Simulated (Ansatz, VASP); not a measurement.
# Zr in VASP and in Ansatz

```
CELL_PARAMETERS angstrom
3.28048 0.00000 0.00000
-1.64024 2.84098 0.00000
0.00000 0.00000 5.14700
ATOMIC_POSITIONS crystal
Zr 0.33333 0.66667 0.25000
Zr 0.66667 0.33333 0.75000
```

Change from the starting cell: strain +0.015 along x and y, +0.000 along z, atoms carried along.

Alike in both runs: task single point; functional PBEsol; k mesh 18 × 18 × 10; occupations gaussian, width 0.15 eV; no spin polarisation.

```csv
,VASP,Ansatz
version,VASP 6.6.1,Ansatz 0.2.0
potentials or method,"VASP PAW PBE potentials, release 64 (Zr_sv), cutoff 520 eV","scalar-relativistic, plane waves, PAW"
valence electrons in the cell,24,24
```

Ansatz gave:

```
gap on the k mesh at the Fermi level (eV)                     : none
pressure (GPa)                                                : -5.7
traceless stress, the component that is largest in VASP (GPa) : 0.99
```

What did VASP give for the same quantities?

gap on the k mesh at the Fermi level (eV): none; pressure (GPa): -5.7; traceless stress, the component that is largest in VASP (GPa): 1.00.

VASP's potentials were made for PBE, not for PBEsol. A gap of «none» marks a metal or a gap that the smearing closes. With one functional, cell and mesh, what is left measures potentials, basis and numerics.
